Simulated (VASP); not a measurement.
# CdSb2C (P-4m2) in VASP: a series of runs, part 2 of 2

VASP 6.6.1.

**4. Relaxation of cell and atoms, r2SCAN**

This run uses another cell than the first one, of 24.99 Å³/atom, 1.030 times its volume.

Input file POSCAR:

```
CdSb2C
1.0
    3.8611401708      0.0000000000      0.0000000000
    0.0000000000      3.8611401708      0.0000000000
    0.0000000000      0.0000000000      6.7053429682
Cd Sb C
1 2 1
Direct
    0.0000000000      0.0000000000      0.0000000000
    0.0000000000      0.5000000000      0.3165896980
    0.5000000000      0.0000000000      0.6834103020
    0.5000000000      0.5000000000      0.5000000000
```

Input file INCAR.step1:

```
SYSTEM = CdSb2C
  PREC = Accurate
  ENCUT = 600
  ISMEAR = -1
  SIGMA = 0.02
  LREAL = .False.
  LASPH = .True.
  NELM = 100
  GGA = PE
  ALGO = Normal
  EDIFF = 1E-4
  LWAVE = .True.
  LCHARG = .False.
```

Input file INCAR.step2:

```
SYSTEM = CdSb2C
  PREC = Accurate
  ENCUT = 600
  EDIFF = 1E-6
  ISMEAR = -1
  SIGMA = 0.02
  LREAL = .False.
  LASPH = .True.
  NELM = 100
  ALGO = Normal
  ISIF = 3
  LWAVE = .False.
  LCHARG = .False.
  METAGGA = R2SCAN
  LMIXTAU = .True.
  IBRION = 2
  NSW = 80
  EDIFFG = -0.005
  ISTART = 1
```

Input file KPOINTS:

```
regular mesh
0
Gamma
  6 6 4
  0 0 0
```

Potentials or basis: VASP PAW PBE potentials, release 64 (Cd, Sb, C).

Launch:

```
$ cat potpaw_PBE.64/Cd/POTCAR potpaw_PBE.64/Sb/POTCAR potpaw_PBE.64/C/POTCAR > POTCAR
$ cp INCAR.step1 INCAR
$ mpirun -np 1 vasp_std > vasp.out
$ cp INCAR.step2 INCAR
$ mpirun -np 1 vasp_std > vasp.out
```

OUTCAR:

```text
SYSTEM = CdSb2C
   PREC = Accurate
   ENCUT = 600
   EDIFF = 1E-6
   ISMEAR = -1
   LREAL = .False.
   LASPH = .True.
   NELM = 100
   ISIF = 3
   METAGGA = R2SCAN
   IBRION = 2
   NSW = 80
   EDIFFG = -0.005
   ISTART = 1

 ion  position               nearest neighbor table
   1  0.000  0.000  0.000-   2 2.87   3 2.87   2 2.87   3 2.87
   2  0.000  0.500  0.317-   4 2.29   4 2.29   1 2.87   1 2.87   3 3.67   3 3.67   3 3.67   3 3.67

   3  0.500  0.000  0.683-   4 2.29   4 2.29   1 2.87   1 2.87   2 3.67   2 3.67   2 3.67   2 3.67

   4  0.500  0.500  0.500-   2 2.29   3 2.29   3 2.29   2 2.29

  LATTYP: Found a simple tetragonal cell.
 ALAT       =     3.8611401708
 C/A-ratio  =     1.7366225186

  Lattice vectors:

 A1 = (   3.8611401708,   0.0000000000,   0.0000000000)
 A2 = (   0.0000000000,   3.8611401708,   0.0000000000)
 A3 = (   0.0000000000,   0.0000000000,   6.7053429682)

Analysis of symmetry for initial positions (statically):
=====================================================================
 Subroutine PRICEL returns:
 Original cell was already a primitive cell.

 Routine SETGRP: Setting up the symmetry group for a
 simple tetragonal supercell.

 Subroutine GETGRP returns: Found  8 space group operations
 (whereof  8 operations were pure point group operations)
 out of a pool of 16 trial point group operations.

The static configuration has the point symmetry D_2d.

Analysis of symmetry for dynamics (positions and initial velocities):
=====================================================================
 Subroutine PRICEL returns:
 Original cell was already a primitive cell.

 Routine SETGRP: Setting up the symmetry group for a
 simple tetragonal supercell.

 Subroutine GETGRP returns: Found  8 space group operations
 (whereof  8 operations were pure point group operations)
 out of a pool of 16 trial point group operations.

The dynamic configuration has the point symmetry D_2d.

 Subroutine INISYM returns: Found  8 space group operations
 (whereof  8 operations are pure point group operations),
 and found     1 'primitive' translations

----------------------------------------------------------------------------------------

[... 115 lines left out ...]
     AMIX     =   0.40;   BMIX     =  1.00
     AMIX_MAG =   1.60;   BMIX_MAG =  1.00
  volume/ion in A,a.u.               =      24.99       168.65
  Fermi-wavevector in a.u.,A,eV,Ry     =   1.044997  1.974759 14.857830  1.092020
  Thomas-Fermi vector in A             =   2.179774
   LORBIT       =      0    0 simple, 1 ext, 2 COOP (PROOUT), +10 PAW based schemes
   METAGGA = R2SCAN    functional components
   LHFCALC =     F    Hartree Fock is set to
   AEXX    =    0.0000 exact exchange contribution
   IVDW    =     0    specifies the selected vdW correction
   LEPSILON=     F    determine dielectric tensor
   LRPA    =     F    only Hartree local field effects (RPA)
 conjugate gradient relaxation of ions
 non-spin polarized calculation
  energy-cutoff  :      600.00
  volume of cell :       99.97
 maximum number of plane-waves:      3356
 NGX is ok and might be reduce to    32
   NGX = 15   NGY = 15   NGZ = 27

--------------------------------------- Ionic step        1  -------------------------------------------

 number of electron      25.9999997 magnetization

 Free energy of the ion-electron system (eV)
  ---------------------------------------------------
  ext. energy  EPLUGINS =         0.00000000
  ---------------------------------------------------
  free energy    TOTEN  =       -78.15741146 eV

  energy without entropy =      -78.15407251  energy(sigma->0) =      -78.15574199

 E-fermi :   5.2801     XC(G=0):  -9.9808

 val. band max:        5.2772333166   @ k =   0.1667   0.1667   0.0000
 cond. band min:       5.3017494248   @ k =   0.1667   0.1667   0.2500
 fundamental gap:      0.0245161082
 Fermi energy:         5.2800774468

 k-point     1 :       0.0000    0.0000    0.0000
  band No.  band energies     occupation
      1      -9.3557      2.00000
      2      -5.3074      2.00000
      3      -4.3044      2.00000
      4      -4.2952      2.00000
      5      -4.2952      2.00000
      6      -4.1535      2.00000
[... 578 lines left out ...]
  FREE ENERGIE OF THE ION-ELECTRON SYSTEM (eV)
  ---------------------------------------------------
  free  energy   TOTEN  =       -78.1735860626 eV

  energy  without entropy=      -78.1706233355  energy(sigma->0) =      -78.17210470

[... ionic steps 4 to 8 ...]

--------------------------------------- Ionic step        9  -------------------------------------------

 number of electron      25.9999997 magnetization

------------------------ aborting loop because EDIFF is reached ----------------------------------------
[... 71 lines left out ...]
--------------------------------------- Ionic step       11  -------------------------------------------

 number of electron      25.9999996 magnetization

 Free energy of the ion-electron system (eV)
  ---------------------------------------------------
  ext. energy  EPLUGINS =         0.00000000
  ---------------------------------------------------
  free energy    TOTEN  =       -78.18146047 eV

  energy without entropy =      -78.17929117  energy(sigma->0) =      -78.18037582

 E-fermi :   5.5730     XC(G=0): -10.1125

 val. band max:        5.5272468877   @ k =   0.1667   0.0000   0.5000
 cond. band min:       5.6016322038   @ k =   0.1667   0.1667   0.2500
 fundamental gap:      0.0743853161
 Fermi energy:         5.5729919635

 k-point     1 :       0.0000    0.0000    0.0000
  band No.  band energies     occupation
      1      -9.1736      2.00000
      2      -5.1984      2.00000
      3      -4.1168      2.00000
      4      -4.1168      2.00000
      5      -4.1104      2.00000
      6      -3.9390      2.00000
[... 502 lines left out ...]
  FREE ENERGIE OF THE ION-ELECTRON SYSTEM (eV)
  ---------------------------------------------------
  free  energy   TOTEN  =       -78.1814604675 eV

  energy  without entropy=      -78.1792911746  energy(sigma->0) =      -78.18037582

 reached required accuracy - stopping structural energy minimisation
```

It took 12 min on 1 thread of Intel Xeon Platinum 8488C (Sapphire Rapids), shared host; peak memory 0.31 GiB.

Results:

* Free energy: -78.1815 eV
* Relaxed volume: 24.31 Å³/atom
* Relaxed cell: a = 3.839 Å, b = 3.839 Å, c = 6.599 Å, α = 90.00°, β = 90.00°, γ = 90.00°
* Space group after relaxing (to 0.05 Å): P-4m2 (No. 115)
* Energy gained by relaxing: 6.0 meV/atom
* Ionic steps: 11
* Pressure after relaxing: 0.0 GPa
* Largest force after relaxing: 0.005 eV/Å
* Band gap on the k mesh: zero (band 13 reaches 6.02 eV, above the bottom of band 14 at 5.38 eV)

Forces in eV/Å, atoms in the order of the input:
```
Cd   0.000  0.000  0.000
Sb   0.000  0.000 -0.005
Sb   0.000  0.000  0.005
C    0.000  0.000  0.000
```

Step by step:
| step | energy change (eV) | largest force (eV/Å) | pressure (GPa) | volume (Å³) |
| --- | --- | --- | --- | --- |
| 1 | 0.0000 | 0.2083 | -1.44 | 99.97 |
| 2 | -0.0161 | 0.2470 | 0.40 | 96.75 |
| 3 | -0.0162 | 0.2450 | 0.26 | 96.98 |
| 4 | -0.0216 | 0.1487 | 0.23 | 96.91 |
| 5 | -0.0237 | 0.0023 | 0.23 | 96.84 |
| 6 | -0.0239 | 0.0022 | -0.15 | 97.43 |
| 7 | -0.0240 | 0.0022 | -0.01 | 97.23 |
| 8 | -0.0240 | 0.0021 | -0.02 | 97.24 |
| 9 | -0.0240 | 0.0035 | -0.01 | 97.24 |
| 10 | -0.0240 | 0.0051 | -0.01 | 97.25 |
| 11 | -0.0240 | 0.0050 | 0.00 | 97.25 |

Final structure:
```yaml
crystal:
  lattice:
    - [3.83887, 0.00000, 0.00000]
    - [0.00000, 3.83887, 0.00000]
    - [0.00000, 0.00000, 6.59872]
  atoms:
    - { symbol: Cd, position: [0.00000, 0.00000, 0.00000] }
    - { symbol: Sb, position: [0.00000, 0.50000, 0.31117] }
    - { symbol: Sb, position: [0.50000, 0.00000, 0.68883] }
    - { symbol: C, position: [0.50000, 0.50000, 0.50000] }
```

Caveat: the PAW data sets were made with another functional, which shifts forces and pressure a little; spin-orbit coupling is left out, which moves the levels of the heavy elements.

**5. The runs side by side**

```tsv
task	level	cell	cutoff (eV)	gap on the mesh (eV)	pressure (GPa)	largest force (eV/Å)
single point	PBE	a = 3.833, b = 3.833, c = 6.604 Å, 4 atoms	520	none	1.6	0.13
single point	r2SCAN	a = 3.833, b = 3.833, c = 6.604 Å, 4 atoms	520	none	0.2	0.02
relaxation of cell and atoms	r2SCAN	relaxed from a = 3.861, b = 3.861, c = 6.705 Å, 4 atoms	600	none	0.0	-
```

Alike in all rows: potentials or basis VASP PAW PBE potentials, release 64 (Cd, Sb, C); no spin polarisation; k mesh 6 × 6 × 4; smearing fermi-dirac 0.02 eV.

Caveats: spin-orbit coupling is left out, which moves the levels of the heavy elements; the PAW data sets were made with another functional, which shifts forces and pressure a little (some runs).

Absolute energies hang on the potentials; compare differences alone.
